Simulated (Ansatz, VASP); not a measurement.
## Pt: VASP beside Ansatz

The input INCAR:

```
PREC = Accurate ; ENCUT = 520
EDIFF = 1E-6 ; ISMEAR = 0
SIGMA = 0.15 ; LREAL = F
LASPH = T ; NELM = 80
ALGO = Fast ; ISIF = 2
LWAVE = F ; LCHARG = F
GGA = PE ; NBANDS = 11
```

File KPOINTS:

```
regular mesh
0
Gamma
  22 22 22
```

Contents of POSCAR:

```
Pt
1.0
    0.0000000000      2.0367108130      1.8853831996
    2.0367108130      0.0000000000      1.8853831996
    2.0367108130      2.0367108130      0.0000000000
Pt
1
Direct
    0.0000000000      0.0000000000      0.0000000000
```

Input for Ansatz:

```yaml
crystal:
  lattice:
    - [0.0, 2.036710813, 1.8853831996]
    - [2.036710813, 0.0, 1.8853831996]
    - [2.036710813, 2.036710813, 0.0]
  atoms:
    - { symbol: Pt, position: [0.0, 0.0, 0.0] }
basis:
  ecutwfc: 420
kpoints:
  mp_grid: { grid: [22, 22, 22] }
hamiltonian:
  xc: pbe
  pseudopotentials: { kind: paw, azcp: { folder: soft_1 } }
scf:
  occupations: { method: gaussian, width: 0.15 }
output:
  forces: true
  stress: true
  eigenvalues: true
```

Alike in both runs: task single point; functional PBE; k mesh 22 × 22 × 22; occupations gaussian, width 0.15 eV; no spin polarisation.

|  | VASP | Ansatz |
| --- | --- | --- |
| version | VASP 6.6.1 | Ansatz 0.2.0 |
| potentials or method | VASP PAW PBE potentials, release 64 (Pt), cutoff 520 eV | scalar-relativistic, plane waves, PAW |
| valence electrons in the cell | 10 | 18 |

Ansatz gave:

* gap on the k mesh at the Fermi level (eV): none
* pressure (GPa): 0.5
* traceless stress, the component that is largest in VASP (GPa): 3.18

Task: What did VASP give for the same quantities?

Result: gap on the k mesh at the Fermi level (eV): none; pressure (GPa): 0.1; traceless stress, the component that is largest in VASP (GPa): 3.16.

A gap of «none» marks a metal or a gap that the smearing closes. VASP's potentials hold 10 valence electrons a cell and Ansatz's 18, so a difference there can come from the potentials and not from the codes.

Neither program's run includes spin-orbit coupling.
